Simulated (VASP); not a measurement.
# KF (Fmmm) in VASP: a series of runs

Runs on KF. Level: PBE. Tasks: single point.

All numbers are computed with VASP 6.6.1; they aren't measurements. Logs are shortened: lines on timing, memory, paths and dates and some standing lists are left out, and cuts for length are marked.

### Step 1. The cell of the first run

The structure is orthorhombic, space group Fmmm (No. 69). Conventional cell: a = 5.253 Å, b = 5.347 Å, c = 5.441 Å, α = 90.00°, β = 90.00°, γ = 90.00°. K (site symmetry mmm) has 6 F at 2.63 to 2.72 Å within 3.5 Å. F (site symmetry mmm) has 6 K at 2.63 to 2.72 Å within 3.5 Å.

### Step 2. Single point, PBE (strain +0.0175 x Voigt [1, -1, 0, 0, 0, 0])

Contents of INCAR:

```
SYSTEM = KF
  PREC = Accurate
  ENCUT = 520
  EDIFF = 1E-6
  ISMEAR = 0
  SIGMA = 0.05
  LREAL = .FALSE.
  LASPH = .TRUE.
  NELM = 100
  ALGO = Normal
  ISIF = 2
  LWAVE = .FALSE.
  LCHARG = .TRUE.
  GGA = PE
  LELF = .TRUE.
  LVHAR = .TRUE.
  NBANDS = 15
```

Contents of KPOINTS:

```
regular mesh
0
G
  8 8 8
  0 0 0
```

Contents of POSCAR:

```
KF
1.0
    0.0000000000      2.6267137500      2.6735000000
    2.7202862500      0.0000000000      2.6735000000
    2.7202862500      2.6267137500      0.0000000000
K F
1 1
Direct
    0.0000000000      0.0000000000      0.0000000000
    0.5000000000      0.5000000000      0.5000000000
```

Potentials or basis: VASP PAW PBE potentials, release 64 (K_sv, F).

The run is started by

```
$ cat potpaw_PBE.64/K_sv/POTCAR potpaw_PBE.64/F/POTCAR > POTCAR
$ mpirun -np 1 vasp_std > vasp.out
```

OUTCAR:

```text
SYSTEM = KF
   PREC = Accurate
   ENCUT = 520
   EDIFF = 1E-6
   ISMEAR = 0
   LREAL = .FALSE.
   LASPH = .TRUE.
   NELM = 100
   ISIF = 2
   GGA = PE

 ion  position               nearest neighbor table
   1  0.000  0.000  0.000-   2 2.63   2 2.63   2 2.67   2 2.67   2 2.72   2 2.72
   2  0.500  0.500  0.500-   1 2.63   1 2.63   1 2.67   1 2.67   1 2.72   1 2.72

  LATTYP: Found a face centered orthorhombic cell.
 ALAT       =     5.2534275000
 B/A-ratio  =     1.0178117048
 C/A-ratio  =     1.0356234097

  Lattice vectors:

 A1 = (  -2.7202862500,   0.0000000000,  -2.6735000000)
 A2 = (  -2.7202862500,   2.6267137500,   0.0000000000)
 A3 = (   0.0000000000,   2.6267137500,  -2.6735000000)

Analysis of symmetry for initial positions (statically):
=====================================================================
 Subroutine PRICEL returns:
 Original cell was already a primitive cell.

 Routine SETGRP: Setting up the symmetry group for a
 face centered orthorhombic supercell.

 Subroutine GETGRP returns: Found  8 space group operations
 (whereof  8 operations were pure point group operations)
 out of a pool of  8 trial point group operations.

The static configuration has the point symmetry D_2h.

Analysis of symmetry for dynamics (positions and initial velocities):
=====================================================================
 Subroutine PRICEL returns:
 Original cell was already a primitive cell.

 Routine SETGRP: Setting up the symmetry group for a
 face centered orthorhombic supercell.

 Subroutine GETGRP returns: Found  8 space group operations
 (whereof  8 operations were pure point group operations)
 out of a pool of  8 trial point group operations.

The dynamic configuration has the point symmetry D_2h.

 Subroutine INISYM returns: Found  8 space group operations
 (whereof  8 operations are pure point group operations),
 and found     1 'primitive' translations

----------------------------------------------------------------------------------------

                                     Primitive cell

  volume of cell :      38.2065

  direct lattice vectors                    reciprocal lattice vectors
     0.000000000  2.626713750  2.673500000    -0.183804186  0.190351918  0.187020759
     2.720286250  0.000000000  2.673500000     0.183804186 -0.190351918  0.187020759
     2.720286250  2.626713750  0.000000000     0.183804186  0.190351918 -0.187020759

  length of vectors
     3.747963097  3.814126313  3.781478865     0.324028696  0.324028696  0.324028696

  position of ions in fractional coordinates (direct lattice)
     0.000000000  0.000000000  0.000000000
     0.500000000  0.500000000  0.500000000

  ion indices of the primitive-cell ions
   primitive index   ion index
                 1           1
                 2           2

----------------------------------------------------------------------------------------

 KPOINTS: regular mesh

Automatic generation of k-mesh.
 Grid dimensions read from file:
 generate k-points for:    8    8    8

 Generating k-lattice:

  Cartesian coordinates                     Fractional coordinates (reciprocal lattice)
    -0.022975523  0.023793990  0.023377595     0.125000000 -0.000000000  0.000000000
     0.022975523 -0.023793990  0.023377595    -0.000000000  0.125000000  0.000000000
     0.022975523  0.023793990 -0.023377595     0.000000000  0.000000000  0.125000000

  Length of vectors
     0.040503587  0.040503587  0.040503587

  Shift w.r.t. Gamma in fractional coordinates (k-lattice)
     0.000000000  0.000000000  0.000000000

 Subroutine IBZKPT returns following result:
 ===========================================

 Found     95 irreducible k-points:

 Following reciprocal coordinates:
            Coordinates               Weight
  0.000000  0.000000  0.000000      1.000000
  0.125000 -0.000000 -0.000000      8.000000
  0.250000 -0.000000 -0.000000      8.000000
  0.375000  0.000000 -0.000000      8.000000
  0.500000 -0.000000 -0.000000      4.000000
  0.125000  0.125000  0.000000      2.000000
[... 16 lines left out ...]
  0.250000  0.000000  0.125000      8.000000
  0.375000  0.000000  0.125000      8.000000
 [... further k-points ...]
   k-points           NKPTS =     95   k-points in BZ     NKDIM =     95   number of bands    NBANDS=     15
   number of dos      NEDOS =    301   number of ions     NIONS =      2
   total plane-waves  NPLWV =  21952
   dimension x,y,z NGX =    28 NGY =   28 NGZ =   28
   dimension x,y,z NGXF=    56 NGYF=   56 NGZF=   56
   ions per type =               1   1
   NGX,Y,Z   is equivalent  to a cutoff of  12.42, 12.20, 12.31 a.u.
   NGXF,Y,Z  is equivalent  to a cutoff of  24.84, 24.41, 24.62 a.u.
 SYSTEM =  KF
   PREC   = accura    normal or accurate (medium, high low for compatibility)
   ISTART =      0    job   : 0-new  1-cont  2-samecut
   ICHARG =      2    charge: 1-file 2-atom 10-const
   ISPIN  =      1    spin polarized calculation?
   LNONCOLLINEAR =      F non collinear calculations
   LSORBIT =      F    spin-orbit coupling
   LASPH  =      T    aspherical Exc in radial PAW
   ENCUT  =  520.0 eV  38.22 Ry    6.18 a.u.   6.97  7.09  7.03*2*pi/ulx,y,z
   NELM   =    100;   NELMIN=  2; NELMDL= -5     # of ELM steps
   EDIFF  = 0.1E-05   stopping-criterion for ELM
   LREAL  =      F    real-space projection
   EDIFFG = 0.1E-04   stopping-criterion for IOM
   NSW    =      0    number of steps for IOM
   IBRION =     -1    ionic relax: 0-MD 1-quasi-New 2-CG
   NFREE  =      0    steps in history (QN), initial steepest desc. (CG)
   ISIF   =      2    stress and relaxation
   ISYM   =      2    0-nonsym 1-usesym 2-fastsym
   POTIM  = 0.5000    time-step for ionic-motion
   TEBEG  =    0.0;   TEEND  =   0.0 temperature during run
   PSTRESS=    0.0 pullay stress
   NELECT =      16.0000    total number of electrons
   NUPDOWN=      -1.0000    fix difference up-down
   EMIN   =  10.00;   EMAX   =-10.00  energy-range for DOS
   EFERMI =   0.00;   METHOD = LEGACY
   ISMEAR =     0;   SIGMA  =   0.05  broadening in eV -4-tet -1-fermi 0-gaus
   EFERMI_NEDOS =   21; number of points for ismear=-14 and -15
   IALGO  =     38    algorithm
   IMIX   =      4    mixing-type and parameters
     AMIX     =   0.40;   BMIX     =  1.00
     AMIX_MAG =   1.60;   BMIX_MAG =  1.00
  volume/ion in A,a.u.               =      19.10       128.92
  Fermi-wavevector in a.u.,A,eV,Ry     =   1.224811  2.314557 20.410934  1.500161
  Thomas-Fermi vector in A             =   2.359872
   LORBIT       =      0    0 simple, 1 ext, 2 COOP (PROOUT), +10 PAW based schemes
   GGA     = PE    functional components
   LHFCALC =     F    Hartree Fock is set to
   AEXX    =    0.0000 exact exchange contribution
   IVDW    =     0    specifies the selected vdW correction
   LEPSILON=     F    determine dielectric tensor
   LRPA    =     F    only Hartree local field effects (RPA)
 non-spin polarized calculation
 Gauss-broadening in eV      SIGMA  =   0.05
  energy-cutoff  :      520.00
  volume of cell :       38.21
 maximum number of plane-waves:      1046
   NGX = 13   NGY = 15   NGZ = 13

 number of electron      16.0000001 magnetization

 Free energy of the ion-electron system (eV)
  ---------------------------------------------------
  ext. energy  EPLUGINS =         0.00000000
  ---------------------------------------------------
  free energy    TOTEN  =        -8.28638068 eV

  energy without entropy =       -8.28638068  energy(sigma->0) =       -8.28638068

 E-fermi :  -2.5761     XC(G=0):  -8.3955

 val. band max:       -2.7813569227   @ k =   0.0000   0.0000   0.0000
 cond. band min:       3.3437980984   @ k =   0.0000   0.0000   0.0000
 fundamental gap:      6.1251550212
 Fermi energy:        -2.5760679566

 k-point     1 :       0.0000    0.0000    0.0000
  band No.  band energies     occupation
      1     -28.9474      2.00000
      2     -21.4654      2.00000
      3     -12.2055      2.00000
      4     -12.1981      2.00000
      5     -12.1955      2.00000
      6      -2.8331      2.00000
      7      -2.8104      2.00000
      8      -2.7814      2.00000
      9       3.3438      0.00000
     10       7.7718      0.00000
     11       7.8722      0.00000
     12       7.9706      0.00000
     13       9.3937      0.00000
     14       9.6912      0.00000
     15      14.1282      0.00000

 k-point     2 :       0.1250   -0.0000   -0.0000
  band No.  band energies     occupation
      1     -28.9338      2.00000
      2     -21.4783      2.00000
      3     -12.2413      2.00000
      4     -12.2094      2.00000
      5     -12.1993      2.00000
      6      -2.9508      2.00000
      7      -2.8722      2.00000
      8      -2.8475      2.00000
      9       3.7756      0.00000
     10       7.6169      0.00000
     11       8.0295      0.00000
     12       8.1382      0.00000
     13       9.5394      0.00000
     14       9.8339      0.00000
     15      14.8746      0.00000

 k-point     3 :       0.2500   -0.0000   -0.0000
  band No.  band energies     occupation
      1     -28.9006      2.00000
      2     -21.5094      2.00000
      3     -12.3379      2.00000
      4     -12.2279      2.00000
      5     -12.2060      2.00000
      6      -3.2452      2.00000
      7      -2.9915      2.00000
      8      -2.9804      2.00000
      9       4.8530      0.00000
     10       7.2812      0.00000
     11       8.5401      0.00000
     12       8.6542      0.00000
     13      10.0046      0.00000
     14      10.2651      0.00000
     15      15.8284      0.00000

 k-point     4 :       0.3750    0.0000   -0.0000
  band No.  band energies     occupation
      1     -28.8669      2.00000
      2     -21.5410      2.00000
      3     -12.4334      2.00000
      4     -12.2458      2.00000
      5     -12.2125      2.00000
      6      -3.5024      2.00000
      7      -3.1079      2.00000
      8      -3.1061      2.00000
      9       5.9338      0.00000
     10       7.3807      0.00000
     11       9.0039      0.00000
     12       9.1646      0.00000
     13      10.8411      0.00000
     14      10.9901      0.00000
     15      14.3083      0.00000
[... 307 lines left out ...]
 k-point    22 :       0.1250    0.0000    0.1250
  band No.  band energies     occupation
      1     -28.9282      2.00000
      2     -21.4842      2.00000
      3     -12.2366      2.00000
      4     -12.2328      2.00000
      5     -12.2004      2.00000
      6      -3.0492      2.00000
      7      -2.8551      2.00000
      8      -2.8316      2.00000
      9       3.8902      0.00000
     10       7.3758      0.00000
     11       8.1974      0.00000
     12       8.2812      0.00000
     13       9.5710      0.00000
     14       9.9030      0.00000
     15      15.1659      0.00000

 k-point    23 :       0.2500    0.0000    0.1250
  band No.  band energies     occupation
      1     -28.9012      2.00000
      2     -21.5054      2.00000
      3     -12.3111      2.00000
      4     -12.2654      2.00000
      5     -12.2173      2.00000
      6      -3.2555      2.00000
      7      -2.9339      2.00000
      8      -2.9014      2.00000
      9       4.7052      0.00000
     10       6.9489      0.00000
     11       8.6968      0.00000
     12       8.7661      0.00000
     13       9.9260      0.00000
     14      10.1549      0.00000
     15      16.2047      0.00000

 k-point    24 :       0.3750    0.0000    0.1250
  band No.  band energies     occupation
      1     -28.8684      2.00000
      2     -21.5304      2.00000
      3     -12.4172      2.00000
      4     -12.2837      2.00000
      5     -12.2478      2.00000
      6      -3.4129      2.00000
      7      -3.0736      2.00000
      8      -3.0159      2.00000
      9       5.8192      0.00000
     10       6.8965      0.00000
     11       9.1112      0.00000
     12       9.2057      0.00000
     13      10.7000      0.00000
     14      10.7502      0.00000
     15      14.7346      0.00000

 [... further k-points ...]

------------------------ aborting loop because EDIFF is reached ----------------------------------------

  FORCE on cell =-STRESS in cart. coord.  units (eV):
  Direction    XX          YY          ZZ          XY          YZ          ZX
  --------------------------------------------------------------------------------------
  -------------------------------------------------------------------------------------
  Total        0.1061549      0.6018688      0.3279908      0.0000000     -0.0000000      0.0000000
  in kB        4.4515687     25.2391590     13.7541796      0.0000000     -0.0000000      0.0000000
  external PRESSURE =      14.4816357 kB  Pullay stress =       0.0000000 kB

 VOLUME and BASIS-vectors are now :
 -----------------------------------------------------------------------------
  energy-cutoff  :      520.00
  volume of cell :       38.21
      direct lattice vectors                 reciprocal lattice vectors
     0.000000000  2.626713750  2.673500000    -0.183804186  0.190351918  0.187020759
     2.720286250  0.000000000  2.673500000     0.183804186 -0.190351918  0.187020759
     2.720286250  2.626713750  0.000000000     0.183804186  0.190351918 -0.187020759

 POSITION                                       TOTAL-FORCE (eV/Angst)
 -----------------------------------------------------------------------------------
      0.00000      0.00000      0.00000         0.000000      0.000000      0.000000
      2.72029      2.62671      2.67350        -0.000000     -0.000000      0.000000
 -----------------------------------------------------------------------------------
    total drift:                                0.000000      0.000000      0.000000

  FREE ENERGIE OF THE ION-ELECTRON SYSTEM (eV)
  ---------------------------------------------------
  free  energy   TOTEN  =        -8.2863806796 eV

  energy  without entropy=       -8.2863806796  energy(sigma->0) =       -8.28638068
```

It took 98 s on 1 thread of Intel Xeon 8259CL, shared host; peak memory 0.19 GiB.

What came out:

- Free energy: -8.2864 eV
- Pressure: 1.4 GPa
- Band gap on the k mesh: 6.13 eV

Stress tensor (GPa, compression positive):
```
0.45 0.00 0.00
0.00 2.52 0.00
0.00 0.00 1.38
```

Caveat: the cell differs from its parent crystal (strain +0.0175 x Voigt [1, -1, 0, 0, 0, 0]). A k mesh can miss the band edges.

(Part 1 of 2 ends here.)
